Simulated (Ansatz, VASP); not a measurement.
One calculation of Pd, two programs

```xyz
1
Lattice="2.4959 0.0000 0.0000 0.0000 2.4959 0.0000 0.0000 0.0000 2.4959" Properties=species:S:1:pos:R:3 pbc="T T T"
Pd    0.0000    0.0000    0.0000
```

Alike in both runs: task single point; functional PBEsol; k mesh 14 × 14 × 14; occupations fermi-dirac, width 0.05 eV; collinear spin.

```csv
,VASP,Ansatz
version,VASP 6.6.1,Ansatz 0.2.0
potentials or method,"VASP PAW PBE potentials, release 64 (Pd), cutoff 520 eV","plane waves (420 eV) with PAW, scalar-relativistic"
valence electrons in the cell,10,18
```

```tsv
	VASP	Ansatz	Ansatz less VASP
pressure (GPa)	14.6	15.2	+0.63
net moment per atom (μB)	0.00	0.00	0.000
```

VASP's potentials were made for PBE, not for PBEsol, and Ansatz warns of the same on its side. With one functional, cell and mesh, what is left measures potentials, basis and numerics. VASP's potentials hold 10 valence electrons a cell and Ansatz's 18, so a difference there can come from the potentials and not from the codes. Ansatz's warnings: seeded moment not kept.
